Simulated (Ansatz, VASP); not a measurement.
Two plane-wave programs on CsBr

Contents of POSCAR:

```
CsBr
1.0
    4.3196005666      0.0000000000      0.0000000000
    0.0000000000      4.3196005666      0.0000000000
    0.0000000000      0.0000000000      4.3196005666
Cs Br
1 1
Direct
    0.0000000000      0.0000000000      0.0000000000
    0.5000000000      0.5000000000      0.5000000000
```

The input INCAR.step1:

```
PREC = Accurate
ENCUT = 550
ISMEAR = 0
SIGMA = 0.01
LREAL = False
LASPH = True
NELM = 120
NBANDS = 15
GGA = PE
ALGO = Normal
EDIFF = 1E-5
LWAVE = True
LCHARG = False
GGA_COMPAT = False
```

File INCAR.step2:

```
PREC = Accurate
ENCUT = 550
EDIFF = 1E-6
ISMEAR = 0
SIGMA = 0.01
LREAL = False
LASPH = True
NELM = 120
ALGO = Normal
ISIF = 2
LWAVE = False
LCHARG = True
METAGGA = R2SCAN
LMIXTAU = True
LELF = True
LVHAR = True
NBANDS = 15
ISTART = 1
GGA_COMPAT = False
```

File KPOINTS:

```
regular mesh
0
Gamma
  6 6 6
```

Input for Ansatz:

```yaml
crystal:
  lattice:
    - [4.3196005666, 0.0, 0.0]
    - [0.0, 4.3196005666, 0.0]
    - [0.0, 0.0, 4.3196005666]
  atoms:
    - { symbol: Cs, position: [0.0, 0.0, 0.0] }
    - { symbol: Br, position: [0.5, 0.5, 0.5] }
kpoints:
  mp_grid: { grid: [6, 6, 6] }
  band_path:
    path:
      - [0.0, 0.0, 0.0]
      - [0.0, 0.5, 0.0]
      - [0.5, 0.5, 0.0]
      - [0.5, 0.5, 0.5]
      - [0.0, 0.5, 0.5]
    npoints: 1
hamiltonian:
  xc: r2scan
scf:
  occupations: { method: fixed }
  n_extra_bands: 4
output:
  forces: true
  stress: true
  eigenvalues: true
```

Alike in both runs: task single point; functional r2SCAN; k mesh 6 × 6 × 6; no spin polarisation.

```csv
,VASP,Ansatz
version,VASP 6.6.1,Ansatz 0.2.0
potentials or method,"VASP PAW PBE potentials, release 64 (Cs_sv, Br)","plane waves, PAW"
plane-wave cutoff (eV),550,500
occupations,"gaussian, width 0.01 eV",fixed
valence electrons in the cell,16,16
```

|  | VASP | Ansatz | Ansatz less VASP |
| --- | --- | --- | --- |
| gap on the k mesh at the Fermi level (eV) | 5.19 | 5.20 | +0.017 |
| pressure (GPa) | 0.1 | 0.0 | -0.05 |

VASP's potentials were made for PBE, not for r2SCAN.

Spin-orbit coupling is off throughout.
